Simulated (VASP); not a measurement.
# Al: relaxation of shape and atoms at fixed volume with PBE

The system is Al.

```
Al
1.0
     3.97014    0.00000    0.00000
    -1.98507    3.43824    0.00000
     0.00000    0.00000    2.45798
Al
3
Direct
  0.00000 0.00000 0.00000
  0.33333 0.66667 0.50000
  0.66667 0.33333 0.50000
```

* Program: VASP 6.6.1
* Task: relaxation of shape and atoms at fixed volume
* Functional: PBE
* Potentials or basis: VASP PAW PBE potentials, release 64 (Al)
* Cutoff: 600 eV
* k mesh: 8 × 8 × 11
* Occupations: fermi-dirac, width 0.08 eV
* Spin: no spin polarisation
* Dipole correction: no
* Further INCAR settings: ALGO = Normal; EDIFF = 1e-07; IBRION = 2; EDIFFG = -0.005; NSW = 50; ISIF = 4

* Energy gained by relaxing: 5.5 meV/atom
* Ionic steps: 3
* Pressure after relaxing: 72.8 GPa

Step by step:
```csv
step,energy change (eV),largest force (eV/Å),pressure (GPa),volume (Å³)
1,0.0000,0.0000,73.21,33.55
2,-0.0163,0.0000,72.77,33.55
3,-0.0165,0.0000,72.79,33.55
```

Final structure:
```cif
data_structure
_symmetry_space_group_name_H-M 'P 1'
_symmetry_Int_Tables_number 1
_cell_length_a 4.0046
_cell_length_b 4.0046
_cell_length_c 2.4159
_cell_angle_alpha 90.000
_cell_angle_beta 90.000
_cell_angle_gamma 120.000
_cell_volume 33.55
loop_
_atom_site_label
_atom_site_type_symbol
_atom_site_fract_x
_atom_site_fract_y
_atom_site_fract_z
_atom_site_occupancy
Al1 Al 0.00000 0.00000 0.00000 1
Al2 Al 0.33333 0.66667 0.50000 1
Al3 Al 0.66667 0.33333 0.50000 1
```

Levels at points of the mesh, in eV from the Fermi level:
| k point | band 2 | band 3 | band 4 | band 5 | band 6 | band 7 |
| --- | --- | --- | --- | --- | --- | --- |
| (0.00, 0.00, 0.00) | -3.35 | -3.35 | -3.28 | -3.28 | -0.68 | -0.39 |
| (0.50, 0.00, 0.00) | -11.16 | -6.02 | -4.59 | 4.83 | 5.07 | 6.39 |

Run time: 38 s on 1 thread of AMD EPYC 7R13, on a shared host, peak memory 0.12 GiB.
